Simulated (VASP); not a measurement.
In5GaP6, 12 atoms in the cell. The structure is trigonal, space group P-3m1 (No. 164). Conventional cell: a = 3.880 Å, b = 3.880 Å, c = 18.920 Å, α = 90.00°, β = 90.00°, γ = 120.00°. In (site symmetry 3m) has 6 P at 2.75 to 2.79 Å within 3.6 Å. In (site symmetry 3m) has 6 P at 2.75 to 2.76 Å within 3.6 Å. In (site symmetry -3m) has 6 P at 2.76 Å within 3.6 Å. Ga (site symmetry -3m) has 6 P at 2.62 Å within 3.5 Å. P (site symmetry 3m) has 3 Ga at 2.62 Å and 3 In at 2.79 Å and 3 P at 3.53 Å within 3.6 Å. Within 3.6 Å of P (site symmetry 3m) lie 6 In at 2.75 to 2.76 Å. P (site symmetry 3m) has 6 In at 2.75 to 2.76 Å within 3.6 Å. 

```yaml
Program: VASP 6.6.1
Task: single point
Functional: PBE
Potentials_or_basis: VASP PAW PBE potentials, release 64 (In_d, Ga_d, P)
Cutoff: 400 eV
k_mesh: 12 × 12 × 2
Occupations: gaussian, width 0.1 eV
Spin: no spin polarisation
Dipole_correction: no
k_mesh_for_the_DOS: 18 × 18 × 3
Occupations_for_the_DOS: tetrahedron
Further_INCAR_settings: ALGO = Normal; EDIFF = 1e-06; NBANDS = 66
```

Potentials or basis: VASP PAW PBE potentials, release 64 (In_d, Ga_d, P).

Run with:

```console
$ cat potpaw_PBE.64/In_d/POTCAR potpaw_PBE.64/Ga_d/POTCAR potpaw_PBE.64/P/POTCAR > POTCAR
$ cp INCAR.step1 INCAR
$ cp KPOINTS.step1 KPOINTS
$ mpirun -np 1 vasp_std > vasp.out
$ cp INCAR.step2 INCAR
$ cp KPOINTS.step2 KPOINTS
$ mpirun -np 1 vasp_std > vasp.out
```

Hardware: 1 thread of AMD EPYC 9R45 96-Core Processor (Zen 5), on a shared host.

How long does it take, and how much memory?

Wall time 14 min on 1 thread of AMD EPYC 9R45 96-Core Processor (Zen 5) (shared host), peak memory 0.85 GiB. Counts: k points 101.
